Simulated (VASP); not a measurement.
Set up this calculation in VASP 6.6.1, as the native input.

```yaml
Task: relaxation of shape and atoms at fixed volume
Functional: PBE
Potentials_or_basis: VASP PAW PBE potentials, release 64 (Mg, B)
Cutoff: 600 eV
k_mesh: 15 × 15 × 12
Occupations: gaussian, width 0.1 eV
Spin: no spin polarisation
Dipole_correction: no
Further_INCAR_settings: ALGO = Normal; EDIFF = 1e-07; IBRION = 2; EDIFFG = -0.01; NSW = 50; ISIF = 4
```

The structure of MgB2 lies in POSCAR:

```
MgB2
1.0
    3.1266667264      0.0000000000      0.0000000000
   -1.5633333632      2.7077728142      0.0000000000
    0.0000000000      0.0000000000      3.6162632321
Mg B
1 2
Direct
    0.0000000000      0.0000000000      0.0000000000
    0.3333333333      0.6666666667      0.5000000000
    0.6666666667      0.3333333333      0.5000000000
```

This cell differs from its parent crystal: volume scaled by 1.06.

The input as run:

INCAR

```
  PREC = Accurate
  ENCUT = 600
  EDIFF = 1E-7
  ISMEAR = 0
  SIGMA = 0.1
  LREAL = False
  LASPH = True
  NELM = 100
  ALGO = Normal
  ISIF = 4
  LWAVE = False
  LCHARG = False
  GGA = PE
  IBRION = 2
  NSW = 50
  EDIFFG = -0.01
```

KPOINTS

```
Automatic mesh
0
Gamma
  15 15 12
```

Potentials or basis: VASP PAW PBE potentials, release 64 (Mg, B).

Launch:

```console
$ cat potpaw_PBE.64/Mg/POTCAR potpaw_PBE.64/B/POTCAR > POTCAR
$ mpirun -np 1 vasp_std > vasp.out
```

Results of the run:

* Energy gained by relaxing: 0.2 meV/atom
* Ionic steps: 3
* Pressure after relaxing: -7.8 GPa
* Band gap on the k mesh: zero (band 4 reaches 6.58 eV, above the bottom of band 5 at 3.02 eV)

It took 65 s on 1 thread of Intel Xeon 6975P-C (shared host), peak memory 0.21 GiB.
